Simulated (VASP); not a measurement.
Input of a VASP 6.6.1 run:

File INCAR:

```
ALGO     = Normal         # electronic algorithm
EDIFF    = 1E-6           # SCF threshold, eV
ENCUT    = 520            # plane-wave cutoff, eV
GGA      = PE             # functional
ISIF     = 2              # what is computed and relaxed
ISMEAR   = -1             # smearing method
ISYM     = 0            
LASPH    = True           # aspherical terms in the spheres
LCHARG   = True           # write CHGCAR
LELF     = True           # ELF
LREAL    = Auto         
LVHAR    = True         
LWAVE    = False          # write WAVECAR
NBANDS   = 70             # bands
NELM     = 100            # most SCF steps
PREC     = Accurate       # precision mode
SIGMA    = 0.05           # smearing width, eV
```

KPOINTS

```
k-points
0
Gamma
  1 1 1
```

The input POSCAR:

```
BaZrBe3F12
1.0
    6.2858920000     -0.0721330000      0.0901150000
   -0.0721330000      6.3112050000      0.0957760000
    0.0901150000      0.0957760000      6.0782540000
Zr F Ba Be
1 12 1 3
Direct
    0.7052413738      0.8862539693      0.9008383515
    0.4728733461      0.1278666740      0.6379362330
    0.6748012794      0.8350323035      0.5642059757
    0.3734635225      0.7736268674      0.9315725285
    0.1550441181      0.2920582824      0.1234140635
    0.1164875026      0.0627111433      0.4919678425
    0.6355236864      0.6949765513      0.1770458603
    0.7870112187      0.2176550857      0.3206191039
    0.7972931975      0.1961571005      0.8604501854
    0.9539509482      0.9221582309      0.1201731753
    0.4690789374      0.0222705131      0.2222926141
    0.2733441458      0.6347746453      0.3543185948
    0.9034101932      0.6492012410      0.8489033680
    0.1663329998      0.3906344381      0.7139583995
    1.0158658658      0.1246313168      0.2670466813
    0.3978604925      0.7553461679      0.2010353248
    0.6066347156      0.0532253531      0.4388392458
```

Potentials or basis: VASP PAW PBE potentials, release 64 (Zr_sv, F, Ba_sv, Be).

Command:

```console
$ cat potpaw_PBE.64/Zr_sv/POTCAR potpaw_PBE.64/F/POTCAR potpaw_PBE.64/Ba_sv/POTCAR potpaw_PBE.64/Be/POTCAR > POTCAR
$ mpirun -np 1 vasp_gam > vasp.out
```

Question: Estimate the pressure.

Answer: 1.7 GPa.

Question: What does it give for the largest force?

Answer: 1.414 eV/Å.

Question: Estimate the band gap on the k mesh.

Answer: 5.44 eV.

Forces in eV/Å, atoms in the order of the input:
```
Zr   0.675  0.635 -0.027
F    0.787  0.225 -0.037
F    0.456  0.264 -0.238
F    0.208  0.139 -0.095
F   -0.545 -0.902  0.484
F   -1.034 -0.013 -0.926
F    0.324 -0.859  0.048
F   -0.427 -0.659  1.166
F   -0.168 -1.140 -0.091
F    0.330  0.547  0.270
F    0.177 -0.898  0.179
F   -0.853 -0.402  1.054
F   -0.913  0.772 -0.311
Ba   0.337  0.253  0.065
Be   0.685  0.410 -0.378
Be   0.386  0.758 -0.968
Be  -0.425  0.871 -0.195
```

Caveat: the k points lie up to 1.03 Å⁻¹ apart; spin-orbit coupling is left out, which moves the levels of the heavy elements.
